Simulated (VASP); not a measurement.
# Pb5Au (P4/mmm) in VASP: single point with PBE

Aim: the single point of Pb5Au with PBE.

Program: VASP 6.6.1. These are calculated values, not measurements. Logs are shortened: lines on timing, memory, paths and dates and some standing lists are left out, and cuts for length are marked.

**1. The cell of the first run**

Symmetry: P4/mmm, No. 123, tetragonal system. Conventional cell: a = 6.149 Å, b = 6.149 Å, c = 6.004 Å, α = 90.00°, β = 90.00°, γ = 90.00°. Pb (site symmetry 4/mmm) has 2 Au at 3.00 Å and 4 Pb at 3.07 Å within 4.0 Å. Within 4.0 Å of Pb (site symmetry mmm) lie 6 Pb at 3.07 to 3.43 Å. Pb (site symmetry 4mm) has 6 Pb at 2.98 to 3.43 Å within 3.9 Å. Within 4.0 Å of Au (site symmetry 4/mmm) lie 2 Pb at 3.00 Å.

The cell was built from a structure type or drawn by symmetry, and may not be a known phase.

**2. Single point, PBE**

Input file INCAR:

```
PREC     = Accurate       # precision mode
ENCUT    = 520            # plane-wave cutoff, eV
EDIFF    = 1E-6           # SCF threshold, eV
ISMEAR   = 0              # smearing method
SIGMA    = 0.1            # smearing width, eV
LREAL    = F              # projectors in reciprocal space
LASPH    = T              # aspherical terms in the spheres
NELM     = 60             # most SCF steps
ALGO     = Fast           # electronic algorithm
ISIF     = 2              # what is computed and relaxed
LWAVE    = F              # write WAVECAR
LCHARG   = T              # write CHGCAR
GGA      = PE             # functional
LELF     = T              # ELF
LVHAR    = T            
NBANDS   = 50             # bands
```

Input file KPOINTS:

```
Automatic mesh
0
Gamma
  6 6 6
```

Input file POSCAR:

```
Pb5Au
1.0
    6.1486930691      0.0000000000      0.0000000000
    0.0000000000      6.1486930691      0.0000000000
    0.0000000000      0.0000000000      6.0042476541
Pb Au
5 1
Direct
    0.0000000000      0.0000000000      0.5000000000
    0.5000000000      0.0000000000      0.5000000000
    0.0000000000      0.5000000000      0.5000000000
    0.5000000000      0.5000000000      0.2480982326
    0.5000000000      0.5000000000      0.7519017674
    0.0000000000      0.0000000000      0.0000000000
```

Potentials or basis: VASP PAW PBE potentials, release 64 (Pb_d, Au).

On the command line:

```
$ cat potpaw_PBE.64/Pb_d/POTCAR potpaw_PBE.64/Au/POTCAR > POTCAR
$ mpirun -np 1 vasp_std > vasp.out
```

OUTCAR:

```text
PREC = Accurate
   ENCUT = 520
   EDIFF = 1E-6
   ISMEAR = 0
   LREAL = F
   LASPH = T
   NELM = 60
   ISIF = 2
   GGA = PE

 ion  position               nearest neighbor table
   1  0.000  0.000  0.500-   6 3.00   6 3.00   2 3.07   3 3.07   3 3.07   2 3.07
   2  0.500  0.000  0.500-   1 3.07   1 3.07   5 3.43   4 3.43   5 3.43   4 3.43
   3  0.000  0.500  0.500-   1 3.07   1 3.07   5 3.43   4 3.43   4 3.43   5 3.43
   4  0.500  0.500  0.248-   5 2.98   5 3.02   3 3.43   2 3.43   2 3.43   3 3.43
   5  0.500  0.500  0.752-   4 2.98   4 3.02   2 3.43   3 3.43   2 3.43   3 3.43
   6  0.000  0.000  0.000-   1 3.00   1 3.00

  LATTYP: Found a simple tetragonal cell.
 ALAT       =     6.1486930691
 C/A-ratio  =     0.9765079484

  Lattice vectors:

 A1 = (   6.1486930691,   0.0000000000,   0.0000000000)
 A2 = (   0.0000000000,   6.1486930691,   0.0000000000)
 A3 = (   0.0000000000,   0.0000000000,   6.0042476541)

Analysis of symmetry for initial positions (statically):
=====================================================================
 Subroutine PRICEL returns:
 Original cell was already a primitive cell.

 Routine SETGRP: Setting up the symmetry group for a
 simple tetragonal supercell.

 Subroutine GETGRP returns: Found 16 space group operations
 (whereof 16 operations were pure point group operations)
 out of a pool of 16 trial point group operations.

The static configuration has the point symmetry D_4h.

Analysis of symmetry for dynamics (positions and initial velocities):
=====================================================================
 Subroutine PRICEL returns:
 Original cell was already a primitive cell.

 Routine SETGRP: Setting up the symmetry group for a
 simple tetragonal supercell.

 Subroutine GETGRP returns: Found 16 space group operations
 (whereof 16 operations were pure point group operations)
 out of a pool of 16 trial point group operations.

The dynamic configuration has the point symmetry D_4h.

 Subroutine INISYM returns: Found 16 space group operations
 (whereof 16 operations are pure point group operations),
 and found     1 'primitive' translations

----------------------------------------------------------------------------------------

                                     Primitive cell

  volume of cell :     226.9991

  direct lattice vectors                    reciprocal lattice vectors
     6.148693069  0.000000000  0.000000000     0.162636188  0.000000000  0.000000000
     0.000000000  6.148693069  0.000000000     0.000000000  0.162636188  0.000000000
     0.000000000  0.000000000  6.004247654     0.000000000  0.000000000  0.166548760

  length of vectors
     6.148693069  6.148693069  6.004247654     0.162636188  0.162636188  0.166548760

  position of ions in fractional coordinates (direct lattice)
     0.000000000  0.000000000  0.500000000
     0.500000000  0.000000000  0.500000000
     0.000000000  0.500000000  0.500000000
     0.500000000  0.500000000  0.248098233
     0.500000000  0.500000000  0.751901767
     0.000000000  0.000000000  0.000000000

  ion indices of the primitive-cell ions
   primitive index   ion index
                 1           1
                 2           2
                 3           3
                 4           4
                 5           5
                 6           6

----------------------------------------------------------------------------------------

 KPOINTS: Automatic mesh

Automatic generation of k-mesh.
 Grid dimensions read from file:
 generate k-points for:    6    6    6

 Generating k-lattice:

  Cartesian coordinates                     Fractional coordinates (reciprocal lattice)
     0.027106031  0.000000000  0.000000000     0.166666667  0.000000000  0.000000000
     0.000000000  0.027106031  0.000000000     0.000000000  0.166666667  0.000000000
     0.000000000  0.000000000  0.027758127     0.000000000  0.000000000  0.166666667

  Length of vectors
     0.027106031  0.027106031  0.027758127

  Shift w.r.t. Gamma in fractional coordinates (k-lattice)
     0.000000000  0.000000000  0.000000000

 Subroutine IBZKPT returns following result:
 ===========================================

 Found     40 irreducible k-points:

 Following reciprocal coordinates:
            Coordinates               Weight
  0.000000  0.000000  0.000000      1.000000
  0.166667  0.000000  0.000000      4.000000
  0.333333  0.000000  0.000000      4.000000
  0.500000  0.000000  0.000000      2.000000
  0.166667  0.166667  0.000000      4.000000
  0.333333  0.166667  0.000000      8.000000
[... 16 lines left out ...]
  0.333333  0.000000  0.333333      8.000000
  0.500000  0.000000  0.333333      4.000000
 [... further k-points ...]
   k-points           NKPTS =     40   k-points in BZ     NKDIM =     40   number of bands    NBANDS=     50
   number of dos      NEDOS =    301   number of ions     NIONS =      6
   total plane-waves  NPLWV = 110592
   dimension x,y,z NGX =    48 NGY =   48 NGZ =   48
   dimension x,y,z NGXF=    96 NGYF=   96 NGZF=   96
   ions per type =               5   1
   NGX,Y,Z   is equivalent  to a cutoff of  12.98, 12.98, 13.29 a.u.
   NGXF,Y,Z  is equivalent  to a cutoff of  25.96, 25.96, 26.58 a.u.
 SYSTEM =  unknown system
   PREC   = accura    normal or accurate (medium, high low for compatibility)
   ISTART =      0    job   : 0-new  1-cont  2-samecut
   ICHARG =      2    charge: 1-file 2-atom 10-const
   ISPIN  =      1    spin polarized calculation?
   LNONCOLLINEAR =      F non collinear calculations
   LSORBIT =      F    spin-orbit coupling
   LASPH  =      T    aspherical Exc in radial PAW
   ENCUT  =  520.0 eV  38.22 Ry    6.18 a.u.  11.43 11.43 11.16*2*pi/ulx,y,z
   NELM   =     60;   NELMIN=  2; NELMDL= -5     # of ELM steps
   EDIFF  = 0.1E-05   stopping-criterion for ELM
   LREAL  =      F    real-space projection
   EDIFFG = 0.1E-04   stopping-criterion for IOM
   NSW    =      0    number of steps for IOM
   IBRION =     -1    ionic relax: 0-MD 1-quasi-New 2-CG
   NFREE  =      0    steps in history (QN), initial steepest desc. (CG)
   ISIF   =      2    stress and relaxation
   ISYM   =      2    0-nonsym 1-usesym 2-fastsym
   POTIM  = 0.5000    time-step for ionic-motion
   TEBEG  =    0.0;   TEEND  =   0.0 temperature during run
   PSTRESS=    0.0 pullay stress
   NELECT =      81.0000    total number of electrons
   NUPDOWN=      -1.0000    fix difference up-down
   EMIN   =  10.00;   EMAX   =-10.00  energy-range for DOS
   EFERMI =   0.00;   METHOD = LEGACY
   ISMEAR =     0;   SIGMA  =   0.10  broadening in eV -4-tet -1-fermi 0-gaus
   EFERMI_NEDOS =   21; number of points for ismear=-14 and -15
   IALGO  =     68    algorithm
   IMIX   =      4    mixing-type and parameters
     AMIX     =   0.40;   BMIX     =  1.00
     AMIX_MAG =   1.60;   BMIX_MAG =  1.00
  volume/ion in A,a.u.               =      37.83       255.31
  Fermi-wavevector in a.u.,A,eV,Ry     =   1.161168  2.194290 18.344890  1.348311
  Thomas-Fermi vector in A             =   2.297743
   LORBIT       =      0    0 simple, 1 ext, 2 COOP (PROOUT), +10 PAW based schemes
   GGA     = PE    functional components
   LHFCALC =     F    Hartree Fock is set to
   AEXX    =    0.0000 exact exchange contribution
   IVDW    =     0    specifies the selected vdW correction
   LEPSILON=     F    determine dielectric tensor
   LRPA    =     F    only Hartree local field effects (RPA)
 non-spin polarized calculation
 RMM-DIIS sequential band-by-band and
 Gauss-broadening in eV      SIGMA  =   0.10
  energy-cutoff  :      520.00
  volume of cell :      227.00
 maximum number of plane-waves:      6152
 NGX is ok and might be reduce to    48
   NGX = 23   NGY = 23   NGZ = 23

 number of electron      81.0000003 magnetization

 Free energy of the ion-electron system (eV)
  ---------------------------------------------------
  ext. energy  EPLUGINS =         0.00000000
  ---------------------------------------------------
  free energy    TOTEN  =       -18.43880426 eV

  energy without entropy =      -18.42021544  energy(sigma->0) =      -18.42950985

 E-fermi :   4.1892     XC(G=0):  -8.7979

 val. band max:        4.1836097778   @ k =   0.0000   0.0000   0.3333
 cond. band min:       4.1899970959   @ k =   0.5000   0.3333   0.0000
 fundamental gap:      0.0063873181
 Fermi energy:         4.1892158396

 k-point     1 :       0.0000    0.0000    0.0000
  band No.  band energies     occupation
      1     -13.2479      2.00000
      2     -13.1534      2.00000
      3     -12.9657      2.00000
      4     -12.8948      2.00000
      5     -12.8948      2.00000
      6     -12.8779      2.00000
[... 42 lines left out ...]
     49       8.8158      0.00000
     50       9.6374      0.00000

 k-point     2 :       0.1667    0.0000    0.0000
  band No.  band energies     occupation
      1     -13.2475      2.00000
      2     -13.1295      2.00000
      3     -12.9458      2.00000
      4     -12.9078      2.00000
      5     -12.8993      2.00000
      6     -12.8582      2.00000
[... 42 lines left out ...]
     49       8.8768      0.00000
     50       9.2437      0.00000

 k-point     3 :       0.3333    0.0000    0.0000
  band No.  band energies     occupation
      1     -13.2468      2.00000
      2     -13.0938      2.00000
      3     -12.9319      2.00000
      4     -12.9026      2.00000
      5     -12.8672      2.00000
      6     -12.8138      2.00000
[... 42 lines left out ...]
     49       8.5423      0.00000
     50       9.1537      0.00000

 k-point     4 :       0.5000    0.0000    0.0000
  band No.  band energies     occupation
      1     -13.2465      2.00000
      2     -13.0826      2.00000
      3     -12.9398      2.00000
      4     -12.9037      2.00000
      5     -12.8139      2.00000
      6     -12.7972      2.00000
[... 999 lines left out ...]
 k-point    23 :       0.3333    0.0000    0.3333
  band No.  band energies     occupation
      1     -13.0909      2.00000
      2     -13.0248      2.00000
      3     -12.8638      2.00000
      4     -12.8552      2.00000
      5     -12.8381      2.00000
      6     -12.8023      2.00000
[... 42 lines left out ...]
     49       8.9611      0.00000
     50       9.5925      0.00000

 k-point    24 :       0.5000    0.0000    0.3333
  band No.  band energies     occupation
      1     -13.0781      2.00000
      2     -13.0250      2.00000
      3     -12.8649      2.00000
      4     -12.8327      2.00000
      5     -12.8105      2.00000
      6     -12.8003      2.00000
[... 42 lines left out ...]
     49       8.4897      0.00000
     50       9.0476      0.00000

 [... further k-points ...]

------------------------ aborting loop because EDIFF is reached ----------------------------------------

  FORCE on cell =-STRESS in cart. coord.  units (eV):
  Direction    XX          YY          ZZ          XY          YZ          ZX
  --------------------------------------------------------------------------------------
  -------------------------------------------------------------------------------------
  Total       -0.0705840     -0.0705840     -0.0508925      0.0000000     -0.0000000      0.0000000
  in kB       -0.4981874     -0.4981874     -0.3592032      0.0000000     -0.0000000      0.0000000
  external PRESSURE =      -0.4518593 kB  Pullay stress =       0.0000000 kB

 VOLUME and BASIS-vectors are now :
 -----------------------------------------------------------------------------
  energy-cutoff  :      520.00
  volume of cell :      227.00
      direct lattice vectors                 reciprocal lattice vectors
     6.148693069  0.000000000  0.000000000     0.162636188  0.000000000  0.000000000
     0.000000000  6.148693069  0.000000000     0.000000000  0.162636188  0.000000000
     0.000000000  0.000000000  6.004247654     0.000000000  0.000000000  0.166548760

 POSITION                                       TOTAL-FORCE (eV/Angst)
 -----------------------------------------------------------------------------------
      0.00000      0.00000      3.00212        -0.000000      0.000000      0.000000
      3.07435      0.00000      3.00212        -0.000000      0.000000      0.000000
      0.00000      3.07435      3.00212        -0.000000      0.000000      0.000000
      3.07435      3.07435      1.48964        -0.000000      0.000000      0.000807
      3.07435      3.07435      4.51460         0.000000      0.000000     -0.000807
      0.00000      0.00000      0.00000        -0.000000      0.000000      0.000000
 -----------------------------------------------------------------------------------
    total drift:                                0.000000      0.000000     -0.000000

  FREE ENERGIE OF THE ION-ELECTRON SYSTEM (eV)
  ---------------------------------------------------
  free  energy   TOTEN  =       -18.4388042596 eV

  energy  without entropy=      -18.4202154430  energy(sigma->0) =      -18.42950985
```

Wall time 4.7 min (1 thread of Intel Xeon Platinum 8488C (Sapphire Rapids), shared host); peak memory 0.55 GiB.

What came out:

```
Free energy            : -18.4388 eV
Pressure               : 0.0 GPa
Band gap on the k mesh : zero (an odd number of electrons rules out a gap without spin polarisation)
```

Caveat: spin-orbit coupling is left out, which moves the levels of the heavy elements.
